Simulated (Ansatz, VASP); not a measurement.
# InSe in VASP and in Ansatz

```xyz
8
Lattice="4.0318 0.0000 0.0000 -2.0159 3.4916 0.0000 0.0000 0.0000 16.7624" Properties=species:S:1:pos:R:3 pbc="T T T"
In    0.0000    2.3277    2.7936
In    2.0159    1.1639   11.1748
In    0.0000    2.3277    5.5876
In    2.0159    1.1639   13.9688
Se    0.0000    2.3277    9.8876
Se    2.0159    1.1639    1.5065
Se    0.0000    2.3277   15.2559
Se    2.0159    1.1639    6.8747
```

Alike in both runs: task single point; functional PBE; dispersion D3(BJ); k mesh 12 × 12 × 2; occupations gaussian, width 0.03 eV; no spin polarisation.

|  | VASP | Ansatz |
| --- | --- | --- |
| version | VASP 6.6.1 | Ansatz 0.2.0 |
| potentials or method | VASP PAW PBE potentials, release 64 (In_d, Se), cutoff 520 eV | scalar-relativistic, plane waves, PAW |
| valence electrons in the cell | 76 | 116 |

|  | VASP | Ansatz | Ansatz less VASP |
| --- | --- | --- | --- |
| gap on the k mesh at the Fermi level (eV) | 0.36 | 0.37 | +0.013 |
| least direct gap on the mesh (eV) | 0.36 | 0.37 | +0.013 |
| pressure (GPa) | 0.0 | 0.0 | -0.04 |
| rms of the force components (eV/Å) | 0.008 | 0.001 | -0.0073 |

Atom by atom the forces differ by 0.008 eV/Å (rms over components). VASP's potentials hold 76 valence electrons a cell and Ansatz's 116, so a difference there can come from the potentials and not from the codes.
